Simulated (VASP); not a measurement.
Write the native input for VASP 6.6.1 that does the following.

* Task: single point
* Functional: PBE
* Potentials or basis: VASP PAW PBE potentials, release 64 (Hf_pv, C)
* Cutoff: 520 eV
* k mesh: 12 × 12 × 8
* Occupations: gaussian, width 0.05 eV
* Spin: no spin polarisation
* Dipole correction: no
* Further INCAR settings: ALGO = Normal; EDIFF = 1e-07; NBANDS = 22

The structure of HfC lies in POSCAR:

```
HfC
1.0
    3.2715828929      0.0000000000      0.0000000000
   -1.6357914465      2.8332738958      0.0000000000
    0.0000000000      0.0000000000      5.1177634160
Hf C
2 2
Direct
    0.3333333333      0.6666666667      0.2500000000
    0.6666666667      0.3333333333      0.7500000000
    0.0000000000      0.0000000000      0.0000000000
    0.0000000000      0.0000000000      0.5000000000
```

One way to write it, as run:

INCAR

```
SYSTEM = HfC
PREC = Accurate ; ENCUT = 520
EDIFF = 1E-7 ; ISMEAR = 0
SIGMA = 0.05 ; LREAL = .FALSE.
LASPH = .TRUE. ; NELM = 80
ALGO = Normal ; ISIF = 2
LWAVE = .FALSE. ; LCHARG = .FALSE.
GGA = PE ; NBANDS = 22
```

KPOINTS

```
regular mesh
0
G
  12 12 8
  0 0 0
```

Potentials or basis: VASP PAW PBE potentials, release 64 (Hf_pv, C).

The run is started by

```sh
$ cat potpaw_PBE.64/Hf_pv/POTCAR potpaw_PBE.64/C/POTCAR > POTCAR
$ mpirun -np 1 vasp_std > vasp.out
```

Results of the run:

```yaml
Pressure: 14.1 GPa
Band_gap_on_the_k_mesh: zero (bands 14 and 15 overlap by 1.48 eV)
```

Caveat: the cell stands under pressure; spin-orbit coupling is left out, which moves the levels of the heavy elements.

It took 68 s on 1 thread of Intel(R) Xeon(R) Platinum 8375C CPU @ 2.90GHz (Ice Lake), with other jobs on the host, peak memory 0.22 GiB.
